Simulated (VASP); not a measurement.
Set up this calculation in VASP 6.6.1, as the native input.

* Task: single point
* Functional: PBE
* Dispersion: D3(BJ)
* Potentials or basis: VASP PAW PBE potentials, release 64 (Mo_sv, S)
* Cutoff: 520 eV
* k mesh: 12 × 12 × 4
* Occupations: gaussian, width 0.05 eV
* Spin: no spin polarisation
* Dipole correction: no
* Further INCAR settings: ALGO = Normal; EDIFF = 1e-06; NBANDS = 35

The structure of MoS2 lies in POSCAR:

```
MoS2
1.0
    3.1493511256      0.0000000000      0.0000000000
   -1.5746755628      2.7274180802      0.0000000000
    0.0000000000      0.0000000000     12.0907538840
Mo S
2 4
Direct
    0.3333333333      0.6666666667      0.2500000000
    0.6666666667      0.3333333333      0.7500000000
    0.3382454734      0.7399960918      0.6204905688
    0.6666666667      0.3333333333      0.1204905688
    0.3333333333      0.6666666667      0.8795094312
    0.6666666667      0.3333333333      0.3795094312
```

This cell differs from its parent crystal: atom 3 (S) moved by (-0.100, +0.200) A along x and y.

The input as run:

INCAR

```
SYSTEM = MoS2
PREC     = Accurate       ! precision mode
ENCUT    = 520            ! plane-wave cutoff, eV
EDIFF    = 1E-6           ! SCF threshold, eV
ISMEAR   = 0              ! smearing method
SIGMA    = 0.05           ! smearing width, eV
LREAL    = .False.        ! projectors in reciprocal space
LASPH    = .True.         ! aspherical terms in the spheres
NELM     = 100            ! most SCF steps
ALGO     = Normal         ! electronic algorithm
ISIF     = 2              ! what is computed and relaxed
LWAVE    = .False.        ! write WAVECAR
LCHARG   = .False.        ! write CHGCAR
GGA      = PE             ! functional
IVDW     = 12             ! dispersion correction
NBANDS   = 35             ! bands
```

KPOINTS

```
regular mesh
0
Gamma
  12 12 4
  0 0 0
```

Potentials or basis: VASP PAW PBE potentials, release 64 (Mo_sv, S).

Command:

```console
$ cat potpaw_PBE.64/Mo_sv/POTCAR potpaw_PBE.64/S/POTCAR > POTCAR
$ mpirun -np 1 vasp_std > vasp.out
```

Results of the run:

```yaml
Pressure: 0.7 GPa
Largest_force: 2.348 eV/Å
Band_gap_on_the_k_mesh: 0.76 eV (least direct gap 1.44 eV)
Dispersion_energy_per_atom: -0.438 eV
```

Caveat: the cell differs from its parent crystal (atom 3 (S) moved by (-0.100, +0.200) A along x and y); forces of over 1 eV/Å act on the atoms, so gaps and moduli don't describe the material at rest.

Wall time 25 min on 1 thread of Oxide Virtual Turin-like Processor, on a shared host, peak memory 0.8 GiB.
